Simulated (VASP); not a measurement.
# LiF in VASP: notebook, part 2 of 2

VASP 6.6.1. The steps go on from the part before.

### 4 Single point, r2SCAN (functional r2SCAN, strained)

The input, POSCAR:

```
LiF
1.0
    0.0000000000      2.0219754400      2.0219754400
    2.0219754400      0.0000000000      2.0219754400
    2.0219754400      2.0219754400      0.0000000000
Li F
1 1
Direct
    0.0000000000      0.0000000000      0.0000000000
    0.5000000000      0.5000000000      0.5000000000
```

The input, INCAR.step1:

```
SYSTEM = LiF
PREC = Accurate
ENCUT = 520
ISMEAR = 0
SIGMA = 0.02
LREAL = .False.
LASPH = .True.
NELM = 80
NBANDS = 12
GGA = PE
ALGO = Normal
EDIFF = 1E-4
LWAVE = .True.
LCHARG = .False.
```

The input, INCAR.step2:

```
SYSTEM = LiF
PREC = Accurate
ENCUT = 520
EDIFF = 1E-6
ISMEAR = 0
SIGMA = 0.02
LREAL = .False.
LASPH = .True.
NELM = 80
ALGO = Normal
ISIF = 2
LWAVE = .False.
LCHARG = .False.
METAGGA = R2SCAN
LMIXTAU = .True.
NBANDS = 12
ISTART = 1
```

The input, KPOINTS:

```
regular mesh
0
Gamma
  10 10 10
  0 0 0
```

Potentials or basis: VASP PAW PBE potentials, release 64 (Li_sv, F).

Launch:

```sh
$ cat potpaw_PBE.64/Li_sv/POTCAR potpaw_PBE.64/F/POTCAR > POTCAR
$ cp INCAR.step1 INCAR
$ mpirun -np 1 vasp_std > vasp.out
$ cp INCAR.step2 INCAR
$ mpirun -np 1 vasp_std > vasp.out
```

OUTCAR:

```text
SYSTEM = LiF
   PREC = Accurate
   ENCUT = 520
   EDIFF = 1E-6
   ISMEAR = 0
   LREAL = .False.
   LASPH = .True.
   NELM = 80
   ISIF = 2
   METAGGA = R2SCAN
   ISTART = 1

 ion  position               nearest neighbor table
   1  0.000  0.000  0.000-   2 2.02   2 2.02   2 2.02   2 2.02   2 2.02   2 2.02
   2  0.500  0.500  0.500-   1 2.02   1 2.02   1 2.02   1 2.02   1 2.02   1 2.02

  LATTYP: Found a face centered cubic cell.
 ALAT       =     4.0439508800

  Lattice vectors:

 A1 = (   0.0000000000,   2.0219754400,   2.0219754400)
 A2 = (   2.0219754400,   0.0000000000,   2.0219754400)
 A3 = (   2.0219754400,   2.0219754400,   0.0000000000)

Analysis of symmetry for initial positions (statically):
=====================================================================
 Subroutine PRICEL returns:
 Original cell was already a primitive cell.

 Routine SETGRP: Setting up the symmetry group for a
 face centered cubic supercell.

 Subroutine GETGRP returns: Found 48 space group operations
 (whereof 48 operations were pure point group operations)
 out of a pool of 48 trial point group operations.

The static configuration has the point symmetry O_h .

Analysis of symmetry for dynamics (positions and initial velocities):
=====================================================================
 Subroutine PRICEL returns:
 Original cell was already a primitive cell.

 Routine SETGRP: Setting up the symmetry group for a
 face centered cubic supercell.

 Subroutine GETGRP returns: Found 48 space group operations
 (whereof 48 operations were pure point group operations)
 out of a pool of 48 trial point group operations.

The dynamic configuration has the point symmetry O_h .

 Subroutine INISYM returns: Found 48 space group operations
 (whereof 48 operations are pure point group operations),
 and found     1 'primitive' translations

----------------------------------------------------------------------------------------

                                     Primitive cell

  volume of cell :      16.5332

  direct lattice vectors                    reciprocal lattice vectors
     0.000000000  2.021975440  2.021975440    -0.247282924  0.247282924  0.247282924
     2.021975440  0.000000000  2.021975440     0.247282924 -0.247282924  0.247282924
     2.021975440  2.021975440  0.000000000     0.247282924  0.247282924 -0.247282924

  length of vectors
     2.859505090  2.859505090  2.859505090     0.428306589  0.428306589  0.428306589

  position of ions in fractional coordinates (direct lattice)
     0.000000000  0.000000000  0.000000000
     0.500000000  0.500000000  0.500000000

  ion indices of the primitive-cell ions
   primitive index   ion index
                 1           1
                 2           2

----------------------------------------------------------------------------------------

 KPOINTS: regular mesh

Automatic generation of k-mesh.
 Grid dimensions read from file:
 generate k-points for:   10   10   10

 Generating k-lattice:

  Cartesian coordinates                     Fractional coordinates (reciprocal lattice)
    -0.024728292  0.024728292  0.024728292     0.100000000  0.000000000  0.000000000
[... 42 lines left out ...]
   number of dos      NEDOS =    301   number of ions     NIONS =      2
   total plane-waves  NPLWV =  13824
   dimension x,y,z NGX =    24 NGY =   24 NGZ =   24
   dimension x,y,z NGXF=    48 NGYF=   48 NGZF=   48
   ions per type =               1   1
   NGX,Y,Z   is equivalent  to a cutoff of  13.95, 13.95, 13.95 a.u.
   NGXF,Y,Z  is equivalent  to a cutoff of  27.91, 27.91, 27.91 a.u.
 SYSTEM =  LiF
   PREC   = accura    normal or accurate (medium, high low for compatibility)
   ISTART =      1    job   : 0-new  1-cont  2-samecut
   ICHARG =      0    charge: 1-file 2-atom 10-const
   ISPIN  =      1    spin polarized calculation?
   LNONCOLLINEAR =      F non collinear calculations
   LSORBIT =      F    spin-orbit coupling
   LASPH  =      T    aspherical Exc in radial PAW
   ENCUT  =  520.0 eV  38.22 Ry    6.18 a.u.   5.32  5.32  5.32*2*pi/ulx,y,z
   NELM   =     80;   NELMIN=  2; NELMDL=  0     # of ELM steps
   EDIFF  = 0.1E-05   stopping-criterion for ELM
   LREAL  =      F    real-space projection
   EDIFFG = 0.1E-04   stopping-criterion for IOM
   NSW    =      0    number of steps for IOM
   IBRION =     -1    ionic relax: 0-MD 1-quasi-New 2-CG
   NFREE  =      0    steps in history (QN), initial steepest desc. (CG)
   ISIF   =      2    stress and relaxation
   ISYM   =      2    0-nonsym 1-usesym 2-fastsym
   POTIM  = 0.5000    time-step for ionic-motion
   TEBEG  =    0.0;   TEEND  =   0.0 temperature during run
   PSTRESS=    0.0 pullay stress
   NELECT =      10.0000    total number of electrons
   NUPDOWN=      -1.0000    fix difference up-down
   EMIN   =  10.00;   EMAX   =-10.00  energy-range for DOS
   EFERMI =   0.00;   METHOD = LEGACY
   ISMEAR =     0;   SIGMA  =   0.02  broadening in eV -4-tet -1-fermi 0-gaus
   EFERMI_NEDOS =   21; number of points for ismear=-14 and -15
   IALGO  =     38    algorithm
   IMIX   =      4    mixing-type and parameters
     AMIX     =   0.40;   BMIX     =  1.00
     AMIX_MAG =   1.60;   BMIX_MAG =  1.00
  volume/ion in A,a.u.               =       8.27        55.79
  Fermi-wavevector in a.u.,A,eV,Ry     =   1.384487  2.616302 26.079714  1.916805
  Thomas-Fermi vector in A             =   2.508987
   LORBIT       =      0    0 simple, 1 ext, 2 COOP (PROOUT), +10 PAW based schemes
   METAGGA = R2SCAN    functional components
   LHFCALC =     F    Hartree Fock is set to
   AEXX    =    0.0000 exact exchange contribution
   IVDW    =     0    specifies the selected vdW correction
   LEPSILON=     F    determine dielectric tensor
   LRPA    =     F    only Hartree local field effects (RPA)
 non-spin polarized calculation
 Gauss-broadening in eV      SIGMA  =   0.02
  energy-cutoff  :      520.00
  volume of cell :       16.53
 maximum number of plane-waves:       459
 NGX is ok and might be reduce to    24
   NGX = 11   NGY = 11   NGZ = 11

 number of electron       9.9999991 magnetization

 Free energy of the ion-electron system (eV)
  ---------------------------------------------------
  ext. energy  EPLUGINS =         0.00000000
  ---------------------------------------------------
  free energy    TOTEN  =       -11.89570899 eV

  energy without entropy =      -11.89570899  energy(sigma->0) =      -11.89570899

 E-fermi :  -1.4665     XC(G=0): -10.4828

 val. band max:       -1.7104982648   @ k =   0.0000   0.0000   0.0000
 cond. band min:       8.4359624858   @ k =   0.0000   0.0000   0.0000
 fundamental gap:     10.1464607505
 Fermi energy:        -1.4664964014

 k-point     1 :       0.0000    0.0000    0.0000
  band No.  band energies     occupation
      1     -43.8000      2.00000
      2     -22.7758      2.00000
      3      -1.7105      2.00000
      4      -1.7105      2.00000
      5      -1.7105      2.00000
      6       8.4360      0.00000
      7      23.6492      0.00000
      8      23.6492      0.00000
      9      23.6493      0.00000
     10      24.1866      0.00000
     11      24.1866      0.00000
     12      24.1876      0.00000
[... 331 lines left out ...]
 k-point    24 :       0.4000    0.3000    0.0000
  band No.  band energies     occupation
      1     -43.7446      2.00000
      2     -22.2803      2.00000
      3      -3.9767      2.00000
      4      -2.5730      2.00000
      5      -2.4653      2.00000
      6      12.4455      0.00000
      7      16.0817      0.00000
      8      18.3378      0.00000
      9      19.9522      0.00000
     10      20.9505      0.00000
     11      33.6416      0.00000
     12      34.4934      0.00000

 [... further k-points ...]

------------------------ aborting loop because EDIFF is reached ----------------------------------------

  FORCE on cell =-STRESS in cart. coord.  units (eV):
  Direction    XX          YY          ZZ          XY          YZ          ZX
  --------------------------------------------------------------------------------------
  -------------------------------------------------------------------------------------
  Total       -0.3783833     -0.3783833     -0.3783833      0.0000000      0.0000000     -0.0000000
  in kB      -36.6678090    -36.6678090    -36.6678090      0.0000000      0.0000000     -0.0000000
  external PRESSURE =     -36.6678090 kB  Pullay stress =       0.0000000 kB

 VOLUME and BASIS-vectors are now :
 -----------------------------------------------------------------------------
  energy-cutoff  :      520.00
  volume of cell :       16.53
      direct lattice vectors                 reciprocal lattice vectors
     0.000000000  2.021975440  2.021975440    -0.247282924  0.247282924  0.247282924
     2.021975440  0.000000000  2.021975440     0.247282924 -0.247282924  0.247282924
     2.021975440  2.021975440  0.000000000     0.247282924  0.247282924 -0.247282924

 POSITION                                       TOTAL-FORCE (eV/Angst)
 -----------------------------------------------------------------------------------
      0.00000      0.00000      0.00000         0.000000      0.000000     -0.000000
      2.02198      2.02198      2.02198        -0.000000     -0.000000      0.000000
 -----------------------------------------------------------------------------------
    total drift:                               -0.000000     -0.000000      0.000000

  FREE ENERGIE OF THE ION-ELECTRON SYSTEM (eV)
  ---------------------------------------------------
  free  energy   TOTEN  =       -11.8957089879 eV

  energy  without entropy=      -11.8957089879  energy(sigma->0) =      -11.89570899
```

OUTCAR.step1:

```text
SYSTEM = LiF
   PREC = Accurate
   ENCUT = 520
   ISMEAR = 0
   LREAL = .False.
   LASPH = .True.
[... 584 lines left out ...]
      0.00000      0.00000      0.00000        -0.000000     -0.000000      0.000000
      2.02198      2.02198      2.02198         0.000000      0.000000      0.000000
 -----------------------------------------------------------------------------------
    total drift:                               -0.000000     -0.000000      0.000000

  FREE ENERGIE OF THE ION-ELECTRON SYSTEM (eV)
  ---------------------------------------------------
  free  energy   TOTEN  =        -9.6396116484 eV

  energy  without entropy=       -9.6396116484  energy(sigma->0) =       -9.63961165
```

OSZICAR.step1:

```text
N       E                     dE             d eps       ncg     rms          rms(c)
DAV:   1     0.340463900107E+02    0.34046E+02   -0.53242E+03  1152   0.837E+02
DAV:   2    -0.900710697046E+01   -0.43053E+02   -0.42067E+02  1332   0.190E+02
DAV:   3    -0.101415549284E+02   -0.11344E+01   -0.11328E+01  1504   0.268E+01
DAV:   4    -0.101506096299E+02   -0.90547E-02   -0.90543E-02  1260   0.267E+00
DAV:   5    -0.101507041264E+02   -0.94497E-04   -0.94496E-04  1504   0.211E-01    0.454E+00
DAV:   6    -0.962837446247E+01    0.52233E+00   -0.25159E+00  1240   0.981E+00    0.140E+00
DAV:   7    -0.963271898134E+01   -0.43445E-02   -0.18311E-02  1504   0.118E+00    0.863E-01
DAV:   8    -0.963959343871E+01   -0.68745E-02   -0.15357E-02  1400   0.128E+00    0.113E-01
DAV:   9    -0.963961164843E+01   -0.18210E-04   -0.94812E-04  1304   0.275E-01
   1 F= -.96396116E+01 E0= -.96396116E+01  d E =-.117199E-16
```

It took 55 s on 1 thread of Intel Xeon 6975P-C, shared host; peak memory 0.13 GiB.

Results:

```
Free energy            : -11.8957 eV
Band gap on the k mesh : 10.15 eV, direct
```

Caveat: the cell differs from its parent crystal (functional r2SCAN, strained); the cutoff is under 1.25 times the usual one of these potentials, so pressure, stress and relaxed cells hold a basis-set (Pulay) error; the PAW data sets were made with another functional, which shifts forces and pressure a little. A k mesh can miss the band edges.

### 5 Single point, PBE (strained)

The input, INCAR:

```
ALGO     = Normal         # electronic algorithm
EDIFF    = 1E-7           # SCF threshold, eV
ENCUT    = 520            # plane-wave cutoff, eV
GGA      = PE             # functional
ISIF     = 2              # what is computed and relaxed
ISMEAR   = 0              # smearing method
LASPH    = True           # aspherical terms in the spheres
LCHARG   = False          # write CHGCAR
LREAL    = False          # projectors in reciprocal space
LWAVE    = False          # write WAVECAR
NBANDS   = 12             # bands
NELM     = 80             # most SCF steps
PREC     = Accurate       # precision mode
SIGMA    = 0.02           # smearing width, eV
```

The input, KPOINTS:

```
k-points
0
Gamma
  10 10 10
```

The input, POSCAR:

```
LiF
1.0
    0.0000000000      2.0611276000      2.0611276000
    2.0611276000      0.0000000000      2.0611276000
    2.0611276000      2.0611276000      0.0000000000
Li F
1 1
Direct
    0.0000000000      0.0000000000      0.0000000000
    0.5000000000      0.5000000000      0.5000000000
```

Launch:

```sh
$ cat potpaw_PBE.64/Li_sv/POTCAR potpaw_PBE.64/F/POTCAR > POTCAR
$ mpirun -np 1 vasp_std > vasp.out
```

It took 7.8 s on 1 thread of Intel Xeon Platinum 8259CL at 2.50GHz (Skylake/Cascade Lake), shared host; peak memory 0.13 GiB.

The run converged. Its results:

| Item | Value |
| --- | --- |
| Free energy | -9.6356 eV |
| Band gap on the k mesh | 8.50 eV, direct |

Levels at points of the mesh, in eV from the valence-band top:
| k point | band 1 | band 2 | band 3 | band 4 | band 5 | band 6 | band 7 | band 8 | band 9 | band 10 |
| --- | --- | --- | --- | --- | --- | --- | --- | --- | --- | --- |
| (0.00, 0.00, 0.00) | -41.09 | -19.79 | 0.00 | 0.00 | 0.00 | 8.50 | 23.06 | 23.06 | 23.06 | 23.64 |
| (0.50, 0.00, 0.00) | -41.05 | -19.41 | -2.31 | -0.21 | -0.21 | 10.41 | 15.93 | 18.34 | 18.34 | 29.14 |
| (0.50, 0.50, 0.00) | -41.03 | -19.19 | -2.72 | -0.90 | -0.90 | 14.17 | 16.14 | 16.63 | 19.43 | 19.43 |

Caveat: the cell differs from its parent crystal (strained); the cutoff is under 1.25 times the usual one of these potentials, so pressure, stress and relaxed cells hold a basis-set (Pulay) error.

### 6 Single point, PBE (strained and its atoms moved)

The input, INCAR:

```
SYSTEM = LiF
PREC = Accurate
ENCUT = 520
EDIFF = 1E-6
ISMEAR = 0
SIGMA = 0.02
LREAL = .FALSE.
LASPH = .TRUE.
NELM = 60
ALGO = Normal
ISIF = 2
LWAVE = .FALSE.
LCHARG = .FALSE.
GGA = PE
NBANDS = 12
```

The input, KPOINTS:

```
regular mesh
0
G
  10 10 10
  0 0 0
```

The input, POSCAR:

```
LiF
1.0
    0.0805600000      1.9488672400      1.9653417600
    2.0654375600      0.0000000000      2.0459017600
    1.9848775600      1.9488672400      0.0805600000
Li F
1 1
Direct
   -0.0057903603     -0.0087984722      0.0057903603
    0.5057903603      0.5087984722      0.4942096397
```

Potentials or basis: VASP PAW PBE potentials, release 64 (Li_sv, F).

Launch:

```sh
$ cat potpaw_PBE.64/Li_sv/POTCAR potpaw_PBE.64/F/POTCAR > POTCAR
$ mpirun -np 1 vasp_std > vasp.out
```

Wall time 35 s (1 thread of Intel Xeon Platinum 8259CL at 2.50GHz (Skylake/Cascade Lake), shared host); peak memory 0.16 GiB.

The run converged. Its results:

- Free energy: -9.5732 eV
- Largest force: 0.147 eV/Å
- Band gap on the k mesh: 9.48 eV, direct

Forces in eV/Å, atoms in the order of the input:
```
Li   0.031  0.000  0.144
F   -0.031  0.000 -0.144
```

Levels at points of the mesh, in eV from the valence-band top:
```tsv
k point	band 3	band 4	band 5	band 6	band 7	band 8
(0.00, 0.00, 0.00)	-0.46	-0.29	0.00	9.48	23.29	23.99
(0.50, 0.00, 0.00)	-2.98	-0.72	-0.53	10.69	17.71	18.40
(0.00, 0.50, 0.00)	-3.04	-0.47	-0.28	11.08	16.89	19.54
(0.50, 0.50, 0.00)	-3.58	-1.42	-1.31	15.13	16.57	18.11
(0.50, 0.00, 0.50)	-3.58	-1.77	-0.98	15.41	16.19	18.29
(0.00, 0.50, 0.50)	-3.60	-1.35	-1.31	14.99	16.67	17.98
```

Caveat: the cell differs from its parent crystal (strained and its atoms moved); the cutoff is under 1.25 times the usual one of these potentials, so pressure, stress and relaxed cells hold a basis-set (Pulay) error.

### 7 The runs side by side

```tsv
level	cell	gap on the mesh (eV)
PBE	a = 2.932 Å, angles 60.0°, 2 atoms	8.35
PBE	a = 2.969 Å, angles 60.0°, 2 atoms	8.06
r2SCAN	a = 2.860 Å, angles 60.0°, 2 atoms	10.15
PBE	a = 2.915 Å, angles 60.0°, 2 atoms	8.50
PBE	a = 2.769, b = 2.907, c = 2.783 Å, angles 58.2, 57.7, 58.7°, 2 atoms	9.48
```

Alike in all rows: task single point; potentials or basis VASP PAW PBE potentials, release 64 (Li_sv, F); no spin polarisation; k mesh 10 × 10 × 10; cutoff (eV) 520; smearing gaussian 0.02 eV.

Caveats: the cutoff is under 1.25 times the usual one of these potentials, so pressure, stress and relaxed cells hold a basis-set (Pulay) error; the PAW data sets were made with another functional, which shifts forces and pressure a little (some runs).

Total energies depend on the potentials used, so only differences within one code and one set of settings carry meaning.
